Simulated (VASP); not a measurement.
Write the native input for VASP 6.6.1 that does the following.

```yaml
Task: single point
Functional: r2SCAN
Dispersion: D3(BJ)
Potentials_or_basis: VASP PAW PBE potentials, release 64 (C, O, H)
Cutoff: 520 eV
k_mesh: 1 × 1 × 1
Occupations: fermi-dirac, width 0.02 eV
Spin: no spin polarisation
Dipole_correction: no
Further_INCAR_settings: LREAL = Auto; ALGO = Normal; EDIFF = 1e-06; NBANDS = 66
```

The system is H4CO.

```
CELL_PARAMETERS angstrom
7.38032 0.00000 0.00000
0.00000 7.38032 0.00000
0.00000 0.00000 7.38032
ATOMIC_POSITIONS crystal
C 0.11336 0.00298 0.02024
C 0.41288 0.62085 0.11094
C 0.68546 0.22621 0.09547
C 0.31925 0.33007 0.51179
C 0.22499 0.77945 0.62574
C 0.75136 0.90595 0.55712
O 0.08474 0.01173 0.21991
O 0.55899 0.71474 0.19215
O 0.58897 0.22342 0.92770
O 0.26216 0.31011 0.70641
O 0.09164 0.66317 0.69734
O 0.71922 0.71811 0.58033
H 0.04236 0.88406 0.97230
H 0.17815 0.09164 0.26137
H 0.07273 0.12780 0.95206
H 0.25540 0.97603 0.98842
H 0.43600 0.63121 0.96850
H 0.55778 0.69532 0.32062
H 0.41378 0.47582 0.14719
H 0.27857 0.67595 0.14493
H 0.61297 0.30388 0.19984
H 0.65913 0.14335 0.85781
H 0.69230 0.08903 0.13337
H 0.81819 0.28320 0.07985
H 0.20312 0.36986 0.42406
H 0.37291 0.28039 0.77093
H 0.42256 0.44079 0.50738
H 0.38081 0.20251 0.46877
H 0.18452 0.92026 0.66195
H 0.13372 0.53677 0.70578
H 0.35955 0.74704 0.68394
H 0.24233 0.75892 0.47478
H 0.62783 0.96209 0.50206
H 0.83307 0.66149 0.61340
H 0.78399 0.97473 0.68993
H 0.85873 0.93472 0.45604
```

These files were run (other wordings do the same):

POSCAR

```
H4CO
1.0
    7.3803230000      0.0000000000      0.0000000000
    0.0000000000      7.3803230000      0.0000000000
    0.0000000000      0.0000000000      7.3803230000
C O H
6 6 24
Direct
    0.1133554724      0.0029808993      0.0202430165
    0.4128816584      0.6208535859      0.1109436538
    0.6854578045      0.2262096117      0.0954700763
    0.3192543199      0.3300668548      0.5117933185
    0.2249901529      0.7794509807      0.6257449708
    0.7513627791      0.9059495093      0.5571165381
    0.0847388387      0.0117339038      0.2199090744
    0.5589863750      0.7147383658      0.1921460619
    0.5889715125      0.2234184059     -0.0723003587
    0.2621565479      0.3101083787      0.7064053972
    0.0916355558      0.6631688071      0.6973407532
    0.7192232643      0.7181122019      0.5803269044
    0.0423558698     -0.1159434350     -0.0276952648
    0.1781493845      0.0916355558      0.2613706744
    0.0727339440      0.1277992847     -0.0479382813
    0.2553953262     -0.0239691406     -0.0115848588
    0.4359971779      0.6312054364     -0.0315026863
    0.5577804657      0.6953218714      0.3206228237
    0.4137759282      0.4758192832      0.1471886800
    0.2785650438      0.6759460257      0.1449259064
    0.6129677522      0.3038755892      0.1998422020
    0.6591310435      0.1433541594     -0.1421888988
    0.6923003234      0.0890340436      0.1333681466
    0.8181891226      0.2831989874      0.0798474538
    0.2031211913      0.3698618611      0.4240600310
    0.3729105081      0.2803942321      0.7709283184
    0.4225560318      0.4407937159      0.5073761677
    0.3808098914      0.2025114619      0.4687735212
    0.1845176695      0.9202578261      0.6619493483
    0.1337204347      0.5367651253      0.7057821182
    0.3595506592      0.7470404751      0.6839402557
    0.2423335672      0.7589234238      0.4747759685
    0.6278316003      0.9620852637      0.5020647470
    0.8330665203      0.6614886638      0.6134013376
    0.7839900774      0.9747269869      0.6899291535
    0.8587293537      0.9347151879      0.4560369512
```

INCAR.step1

```
PREC = Accurate
ENCUT = 520
ISMEAR = -1
SIGMA = 0.02
LREAL = Auto
LASPH = T
NELM = 100
NBANDS = 66
GGA = PE
ALGO = Normal
EDIFF = 1E-4
LWAVE = T
LCHARG = F
```

INCAR.step2

```
PREC = Accurate
ENCUT = 520
EDIFF = 1E-6
ISMEAR = -1
SIGMA = 0.02
LREAL = Auto
LASPH = T
NELM = 100
ALGO = Normal
ISIF = 2
LWAVE = F
LCHARG = T
METAGGA = R2SCAN
LMIXTAU = T
IVDW = 12
VDW_S6 = 1.0
VDW_S8 = 0.78981345
VDW_A1 = 0.49484001
VDW_A2 = 5.73083694
LELF = T
LVHAR = T
NBANDS = 66
ISTART = 1
```

KPOINTS

```
Automatic mesh
0
Gamma
  1 1 1
```

Potentials or basis: VASP PAW PBE potentials, release 64 (C, O, H).

Run with:

```console
$ cat potpaw_PBE.64/C/POTCAR potpaw_PBE.64/O/POTCAR potpaw_PBE.64/H/POTCAR > POTCAR
$ cp INCAR.step1 INCAR
$ mpirun -np 1 vasp_gam > vasp.out
$ cp INCAR.step2 INCAR
$ mpirun -np 1 vasp_gam > vasp.out
```

It gave:

```
Pressure                   : -1.0 GPa
Largest force              : 1.988 eV/Å
Band gap on the k mesh     : 5.48 eV
Dispersion energy per atom : -0.017 eV
```

Caveat: the k points lie up to 0.85 Å⁻¹ apart, too coarse for converged energies, forces and pressures; the PAW data sets were made with another functional, which shifts forces and pressure a little.

Run time: 7.7 min on 1 thread of Intel Xeon 8259CL (shared host), peak memory 0.46 GiB.
